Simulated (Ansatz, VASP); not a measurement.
# One calculation of SnO2, two programs

INCAR

```
SYSTEM = SnO2
PREC = Accurate
ENCUT = 520
EDIFF = 1E-6
ISMEAR = 0
SIGMA = 0.01
LREAL = .FALSE.
LASPH = .TRUE.
NELM = 100
ALGO = Normal
ISIF = 2
LWAVE = .FALSE.
LCHARG = .TRUE.
GGA = PS
IVDW = 13
LELF = .TRUE.
LVHAR = .TRUE.
NBANDS = 35
```

File KPOINTS:

```
Automatic mesh
0
G
  12 12 2
  0 0 0
```

The input POSCAR:

```
SnO2
1.0
    3.2730925068      0.0000000000      0.0000000000
   -1.6365462534      2.8345768536      0.0000000000
    0.0000000000      0.0000000000     10.9325573365
Sn O
2 4
Direct
    0.0000000000      0.0000000000      0.5000000000
    0.0000000000      0.0000000000      0.0000000000
    0.6666666667      0.3333333333      0.4058600000
    0.6666666667      0.3333333333      0.0941400000
    0.3333333333      0.6666666667      0.5941400000
    0.3333333333      0.6666666667      0.9058600000
```

Input for Ansatz:

```yaml
crystal:
  lattice:
    - [3.273092506793388, 0.0, 0.0]
    - [-1.636546253396694, 2.8345768536319387, 0.0]
    - [0.0, 0.0, 10.93255733648585]
  atoms:
    - { symbol: Sn, position: [0.0, 0.0, 0.5] }
    - { symbol: Sn, position: [0.0, 0.0, 0.0] }
    - { symbol: O, position: [0.6666666666666666, 0.3333333333333333, 0.40586] }
    - { symbol: O, position: [0.6666666666666666, 0.3333333333333333, 0.09414] }
    - { symbol: O, position: [0.3333333333333333, 0.6666666666666666, 0.59414] }
    - { symbol: O, position: [0.3333333333333333, 0.6666666666666666, 0.90586] }
basis:
  ecutwfc: 500.0
kpoints:
  mp_grid:
    grid: [12, 12, 2]
hamiltonian:
  xc: pbesol
  dispersion: d4
scf:
  occupations:
    method: fixed
output:
  stress: true
```

Alike in both runs: task single point; functional PBEsol; dispersion D4; k mesh 12 × 12 × 2; no spin polarisation.

```csv
,VASP,Ansatz
version,VASP 6.6.1,Ansatz 0.2.0
potentials or method,"VASP PAW PBE potentials, release 64 (Sn_d, O), cutoff 520 eV","plane waves, PAW"
occupations,"gaussian, width 0.01 eV",fixed
valence electrons in the cell,52,52
```

|  | VASP | Ansatz | Ansatz less VASP |
| --- | --- | --- | --- |
| pressure (GPa) | -9.1 | -9.6 | -0.43 |
| traceless stress, the component that is largest in VASP (GPa) | 3.64 | 3.94 | +0.299 |

VASP's potentials were made for PBE, not for PBEsol. Ansatz's warnings: structure snapped to symmetry.
